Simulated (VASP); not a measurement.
# NaF in VASP: further runs

The runs below take NaF through single point, with PBEsol.

Everything below comes from runs of VASP 6.6.1. Logs are shortened: lines on timing, memory, paths and dates and some standing lists are left out, and cuts for length are marked.

### 1 The cell of the first run

The structure is cubic, space group Fm-3m (No. 225). Conventional cell: a = 4.653 Å, b = 4.653 Å, c = 4.653 Å, α = 90.00°, β = 90.00°, γ = 90.00°. Na (site symmetry m-3m) has 6 F at 2.33 Å within 3.1 Å. Within 3.1 Å of F (site symmetry m-3m) lie 6 Na at 2.33 Å.

### 2 Single point, PBEsol

File INCAR:

```
SYSTEM = NaF
  ALGO = Normal
  EDIFF = 1E-7
  ENCUT = 520
  GGA = PS
  ISIF = 2
  ISMEAR = 0
  LASPH = .True.
  LCHARG = .False.
  LREAL = .False.
  LWAVE = .False.
  NBANDS = 14
  NELM = 100
  PREC = Accurate
  SIGMA = 0.01
```

File KPOINTS:

```
k-points
0
Gamma
  10 10 10
  0 0 0
```

File POSCAR:

```
NaF
1.0
    0.0000000000      2.3266736243      2.3266736243
    2.3266736243      0.0000000000      2.3266736243
    2.3266736243      2.3266736243      0.0000000000
Na F
1 1
Direct
    0.0000000000      0.0000000000      0.0000000000
    0.5000000000      0.5000000000      0.5000000000
```

Potentials or basis: VASP PAW PBE potentials, release 64 (Na_pv, F).

Launch:

```sh
$ cat potpaw_PBE.64/Na_pv/POTCAR potpaw_PBE.64/F/POTCAR > POTCAR
$ mpirun -np 1 vasp_std > vasp.out
```

OUTCAR:

```text
SYSTEM = NaF
   EDIFF = 1E-7
   ENCUT = 520
   GGA = PS
   ISIF = 2
   ISMEAR = 0
   LASPH = .True.
   LREAL = .False.
   NELM = 100
   PREC = Accurate

 ion  position               nearest neighbor table
   1  0.000  0.000  0.000-   2 2.33   2 2.33   2 2.33   2 2.33   2 2.33   2 2.33
   2  0.500  0.500  0.500-   1 2.33   1 2.33   1 2.33   1 2.33   1 2.33   1 2.33

  LATTYP: Found a face centered cubic cell.
 ALAT       =     4.6533472486

  Lattice vectors:

 A1 = (   0.0000000000,   2.3266736243,   2.3266736243)
 A2 = (   2.3266736243,   0.0000000000,   2.3266736243)
 A3 = (   2.3266736243,   2.3266736243,   0.0000000000)

Analysis of symmetry for initial positions (statically):
=====================================================================
 Subroutine PRICEL returns:
 Original cell was already a primitive cell.

 Routine SETGRP: Setting up the symmetry group for a
 face centered cubic supercell.

 Subroutine GETGRP returns: Found 48 space group operations
 (whereof 48 operations were pure point group operations)
 out of a pool of 48 trial point group operations.

The static configuration has the point symmetry O_h .

Analysis of symmetry for dynamics (positions and initial velocities):
=====================================================================
 Subroutine PRICEL returns:
 Original cell was already a primitive cell.

 Routine SETGRP: Setting up the symmetry group for a
 face centered cubic supercell.

 Subroutine GETGRP returns: Found 48 space group operations
 (whereof 48 operations were pure point group operations)
 out of a pool of 48 trial point group operations.

The dynamic configuration has the point symmetry O_h .

 Subroutine INISYM returns: Found 48 space group operations
 (whereof 48 operations are pure point group operations),
 and found     1 'primitive' translations

----------------------------------------------------------------------------------------

                                     Primitive cell

  volume of cell :      25.1905

  direct lattice vectors                    reciprocal lattice vectors
     0.000000000  2.326673624  2.326673624    -0.214899071  0.214899071  0.214899071
     2.326673624  0.000000000  2.326673624     0.214899071 -0.214899071  0.214899071
     2.326673624  2.326673624  0.000000000     0.214899071  0.214899071 -0.214899071

  length of vectors
     3.290413395  3.290413395  3.290413395     0.372216109  0.372216109  0.372216109

  position of ions in fractional coordinates (direct lattice)
     0.000000000  0.000000000  0.000000000
     0.500000000  0.500000000  0.500000000

  ion indices of the primitive-cell ions
   primitive index   ion index
                 1           1
                 2           2

----------------------------------------------------------------------------------------

 KPOINTS: k-points

Automatic generation of k-mesh.
 Grid dimensions read from file:
 generate k-points for:   10   10   10

 Generating k-lattice:

  Cartesian coordinates                     Fractional coordinates (reciprocal lattice)
    -0.021489907  0.021489907  0.021489907     0.100000000  0.000000000  0.000000000
     0.021489907 -0.021489907  0.021489907     0.000000000  0.100000000  0.000000000
     0.021489907  0.021489907 -0.021489907     0.000000000  0.000000000  0.100000000

  Length of vectors
     0.037221611  0.037221611  0.037221611

  Shift w.r.t. Gamma in fractional coordinates (k-lattice)
     0.000000000  0.000000000  0.000000000

 Subroutine IBZKPT returns following result:
 ===========================================

 Found     47 irreducible k-points:

 Following reciprocal coordinates:
            Coordinates               Weight
  0.000000  0.000000  0.000000      1.000000
  0.100000  0.000000  0.000000      8.000000
  0.200000  0.000000  0.000000      8.000000
  0.300000  0.000000  0.000000      8.000000
  0.400000  0.000000  0.000000      8.000000
  0.500000  0.000000  0.000000      4.000000
[... 16 lines left out ...]
  0.300000  0.300000  0.000000      6.000000
  0.400000  0.300000  0.000000     24.000000
 [... further k-points ...]
   k-points           NKPTS =     47   k-points in BZ     NKDIM =     47   number of bands    NBANDS=     14
   number of dos      NEDOS =    301   number of ions     NIONS =      2
   total plane-waves  NPLWV =  13824
   dimension x,y,z NGX =    24 NGY =   24 NGZ =   24
   dimension x,y,z NGXF=    48 NGYF=   48 NGZF=   48
   ions per type =               1   1
   NGX,Y,Z   is equivalent  to a cutoff of  12.13, 12.13, 12.13 a.u.
   NGXF,Y,Z  is equivalent  to a cutoff of  24.25, 24.25, 24.25 a.u.
 SYSTEM =  NaF
   PREC   = accura    normal or accurate (medium, high low for compatibility)
   ISTART =      0    job   : 0-new  1-cont  2-samecut
   ICHARG =      2    charge: 1-file 2-atom 10-const
   ISPIN  =      1    spin polarized calculation?
   LNONCOLLINEAR =      F non collinear calculations
   LSORBIT =      F    spin-orbit coupling
   LASPH  =      T    aspherical Exc in radial PAW
   ENCUT  =  520.0 eV  38.22 Ry    6.18 a.u.   6.12  6.12  6.12*2*pi/ulx,y,z
   NELM   =    100;   NELMIN=  2; NELMDL= -5     # of ELM steps
   EDIFF  = 0.1E-06   stopping-criterion for ELM
   LREAL  =      F    real-space projection
   EDIFFG = 0.1E-05   stopping-criterion for IOM
   NSW    =      0    number of steps for IOM
   IBRION =     -1    ionic relax: 0-MD 1-quasi-New 2-CG
   NFREE  =      0    steps in history (QN), initial steepest desc. (CG)
   ISIF   =      2    stress and relaxation
   ISYM   =      2    0-nonsym 1-usesym 2-fastsym
   POTIM  = 0.5000    time-step for ionic-motion
   TEBEG  =    0.0;   TEEND  =   0.0 temperature during run
   PSTRESS=    0.0 pullay stress
   NELECT =      14.0000    total number of electrons
   NUPDOWN=      -1.0000    fix difference up-down
   EMIN   =  10.00;   EMAX   =-10.00  energy-range for DOS
   EFERMI =   0.00;   METHOD = LEGACY
   ISMEAR =     0;   SIGMA  =   0.01  broadening in eV -4-tet -1-fermi 0-gaus
   EFERMI_NEDOS =   21; number of points for ismear=-14 and -15
   IALGO  =     38    algorithm
   IMIX   =      4    mixing-type and parameters
     AMIX     =   0.40;   BMIX     =  1.00
     AMIX_MAG =   1.60;   BMIX_MAG =  1.00
  volume/ion in A,a.u.               =      12.60        85.00
  Fermi-wavevector in a.u.,A,eV,Ry     =   1.345980  2.543534 24.649172  1.811663
  Thomas-Fermi vector in A             =   2.473849
   LORBIT       =      0    0 simple, 1 ext, 2 COOP (PROOUT), +10 PAW based schemes
   GGA     = PS    functional components
   LHFCALC =     F    Hartree Fock is set to
   AEXX    =    0.0000 exact exchange contribution
   IVDW    =     0    specifies the selected vdW correction
   LEPSILON=     F    determine dielectric tensor
   LRPA    =     F    only Hartree local field effects (RPA)
 non-spin polarized calculation
 Gauss-broadening in eV      SIGMA  =   0.01
  energy-cutoff  :      520.00
  volume of cell :       25.19
 maximum number of plane-waves:       700
   NGX = 13   NGY = 13   NGZ = 13

 number of electron      13.9999983 magnetization

 Free energy of the ion-electron system (eV)
  ---------------------------------------------------
  ext. energy  EPLUGINS =         0.00000000
  ---------------------------------------------------
  free energy    TOTEN  =        -8.76839931 eV

  energy without entropy =       -8.76839931  energy(sigma->0) =       -8.76839931

 E-fermi :  -2.1863     XC(G=0):  -9.2714

 val. band max:       -2.2294622544   @ k =   0.0000   0.0000   0.0000
 cond. band min:       3.8678840645   @ k =   0.0000   0.0000   0.0000
 fundamental gap:      6.0973463189
 Fermi energy:        -2.1863133309

 k-point     1 :       0.0000    0.0000    0.0000
  band No.  band energies     occupation
      1     -21.2646      2.00000
      2     -21.0360      2.00000
      3     -21.0360      2.00000
      4     -21.0360      2.00000
      5      -2.2295      2.00000
      6      -2.2295      2.00000
      7      -2.2295      2.00000
      8       3.8679      0.00000
      9      16.5269      0.00000
     10      16.5269      0.00000
     11      16.5270      0.00000
     12      19.1848      0.00000
     13      21.5571      0.00000
     14      21.5571      0.00000

 k-point     2 :       0.1000    0.0000    0.0000
  band No.  band energies     occupation
      1     -21.4137      2.00000
      2     -21.0372      2.00000
      3     -21.0371      2.00000
      4     -20.8749      2.00000
      5      -2.4280      2.00000
      6      -2.2541      2.00000
      7      -2.2540      2.00000
      8       4.2255      0.00000
      9      15.2115      0.00000
     10      16.6797      0.00000
     11      16.6797      0.00000
     12      20.6453      0.00000
     13      21.1372      0.00000
     14      21.1372      0.00000

 k-point     3 :       0.2000    0.0000    0.0000
  band No.  band energies     occupation
      1     -21.6054      2.00000
      2     -21.0402      2.00000
      3     -21.0402      2.00000
      4     -20.6482      2.00000
      5      -2.8829      2.00000
      6      -2.3178      2.00000
      7      -2.3178      2.00000
      8       5.1440      0.00000
      9      13.4462      0.00000
     10      17.0615      0.00000
     11      17.0615      0.00000
     12      20.5035      0.00000
     13      20.5035      0.00000
     14      21.8241      0.00000

 k-point     4 :       0.3000    0.0000    0.0000
  band No.  band energies     occupation
      1     -21.7567      2.00000
      2     -21.0439      2.00000
      3     -21.0439      2.00000
      4     -20.4537      2.00000
      5      -3.3592      2.00000
      6      -2.3955      2.00000
      7      -2.3955      2.00000
      8       6.3441      0.00000
      9      11.9437      0.00000
     10      17.4405      0.00000
     11      17.4405      0.00000
     12      20.2035      0.00000
     13      20.2035      0.00000
     14      21.6410      0.00000

 k-point     5 :       0.4000    0.0000    0.0000
  band No.  band energies     occupation
      1     -21.8517      2.00000
      2     -21.0469      2.00000
      3     -21.0469      2.00000
      4     -20.3230      2.00000
      5      -3.6990      2.00000
      6      -2.4574      2.00000
      7      -2.4574      2.00000
      8       7.5708      0.00000
      9      10.7039      0.00000
     10      17.6000      0.00000
     11      17.6000      0.00000
[... 276 lines left out ...]
 k-point    22 :      -0.2000    0.2000    0.0000
  band No.  band energies     occupation
      1     -21.7196      2.00000
      2     -21.0758      2.00000
      3     -21.0416      2.00000
      4     -20.4662      2.00000
      5      -3.3000      2.00000
      6      -2.5973      2.00000
      7      -2.4095      2.00000
      8       6.7705      0.00000
      9      12.0298      0.00000
     10      15.5660      0.00000
     11      18.5678      0.00000
     12      18.7290      0.00000
     13      20.2063      0.00000
     14      23.9456      0.00000

 k-point    23 :       0.3000    0.3000    0.0000
  band No.  band energies     occupation
      1     -21.5493      2.00000
      2     -21.0701      2.00000
      3     -21.0701      2.00000
      4     -20.6461      2.00000
      5      -3.2962      2.00000
      6      -2.5040      2.00000
      7      -2.5040      2.00000
      8       7.1185      0.00000
      9      11.9113      0.00000
     10      15.3903      0.00000
     11      17.0227      0.00000
     12      17.0227      0.00000
     13      23.1390      0.00000
     14      23.8059      0.00000

 k-point    24 :       0.4000    0.3000    0.0000
  band No.  band energies     occupation
      1     -21.5238      2.00000
      2     -21.0832      2.00000
      3     -21.0754      2.00000
      4     -20.6544      2.00000
      5      -3.4081      2.00000
      6      -2.6117      2.00000
      7      -2.5557      2.00000
      8       8.1149      0.00000
      9      11.3652      0.00000
     10      14.2630      0.00000
     11      17.1074      0.00000
     12      17.1430      0.00000
     13      22.9049      0.00000
     14      24.1727      0.00000

 [... further k-points ...]

------------------------ aborting loop because EDIFF is reached ----------------------------------------

  FORCE on cell =-STRESS in cart. coord.  units (eV):
  Direction    XX          YY          ZZ          XY          YZ          ZX
  --------------------------------------------------------------------------------------
  -------------------------------------------------------------------------------------
  Total       -0.1175440     -0.1175440     -0.1175440      0.0000000      0.0000000      0.0000000
  in kB       -7.4760940     -7.4760940     -7.4760940      0.0000000      0.0000000      0.0000000
  external PRESSURE =      -7.4760940 kB  Pullay stress =       0.0000000 kB

 VOLUME and BASIS-vectors are now :
 -----------------------------------------------------------------------------
  energy-cutoff  :      520.00
  volume of cell :       25.19
      direct lattice vectors                 reciprocal lattice vectors
     0.000000000  2.326673624  2.326673624    -0.214899071  0.214899071  0.214899071
     2.326673624  0.000000000  2.326673624     0.214899071 -0.214899071  0.214899071
     2.326673624  2.326673624  0.000000000     0.214899071  0.214899071 -0.214899071

 POSITION                                       TOTAL-FORCE (eV/Angst)
 -----------------------------------------------------------------------------------
      0.00000      0.00000      0.00000        -0.000000      0.000000      0.000000
      2.32667      2.32667      2.32667         0.000000     -0.000000     -0.000000
 -----------------------------------------------------------------------------------
    total drift:                                0.000000     -0.000000      0.000000

  FREE ENERGIE OF THE ION-ELECTRON SYSTEM (eV)
  ---------------------------------------------------
  free  energy   TOTEN  =        -8.7683993052 eV

  energy  without entropy=       -8.7683993052  energy(sigma->0) =       -8.76839931
```

Wall time 14 s (1 thread of Intel Xeon 8259CL, shared host); peak memory 0.14 GiB.

Results:

```yaml
Free_energy: -8.7684 eV
Pressure: -0.7 GPa
Band_gap_on_the_k_mesh: 6.10 eV
```

Caveat: the PAW data sets were made with another functional, which shifts forces and pressure a little. PBEsol gaps usually lie below the measured ones, often by a third to a half.

(Continued in part 2 of 2.)
